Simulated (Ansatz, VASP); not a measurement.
## Ta2Si in VASP and in Ansatz

```xyz
6
Lattice="-3.0841 3.0841 2.5247 3.0841 -3.0841 2.5247 3.0841 3.0841 -2.5247" Properties=species:S:1:pos:R:3 pbc="T T T"
Ta    2.0751    1.0090    2.7872
Ta   -1.0090    2.0751    2.2622
Ta    1.0090    2.0751    0.2625
Ta    4.0931    1.0090   -0.2625
Si    0.0000    0.0000    1.2624
Si    0.0000    0.0000    3.7871
```

Change from the starting cell: mode 9 (162.5 1/cm) frozen in, largest displacement +0.263 Å.

Alike in both runs: task single point; functional r2SCAN; k mesh 12 × 12 × 12; occupations gaussian, width 0.15 eV; no spin polarisation.

|  | VASP | Ansatz |
| --- | --- | --- |
| version | VASP 6.6.1 | Ansatz 0.2.0 |
| potentials or method | VASP PAW PBE potentials, release 64 (Ta_pv, Si), cutoff 520 eV | scalar-relativistic, plane waves, PAW |
| valence electrons in the cell | 52 | 60 |

Ansatz gave:

| Quantity | Value |
| --- | --- |
| gap on the k mesh at the Fermi level (eV) | none |
| pressure (GPa) | 9.4 |
| traceless stress, the component that is largest in VASP (GPa) | -2.62 |
| rms of the force components (eV/Å) | 1.885 |

Problem. What did VASP give for the same quantities?

Solution. gap on the k mesh at the Fermi level (eV): none; pressure (GPa): 9.9; traceless stress, the component that is largest in VASP (GPa): -2.63; rms of the force components (eV/Å): 1.876.

VASP's potentials were made for PBE, not for r2SCAN. Atom by atom the forces differ by 0.009 eV/Å (rms over components). A gap of «none» marks a metal or a gap that the smearing closes. VASP's potentials hold 52 valence electrons a cell and Ansatz's 60, so a difference there can come from the potentials and not from the codes.

Neither program's run includes spin-orbit coupling.
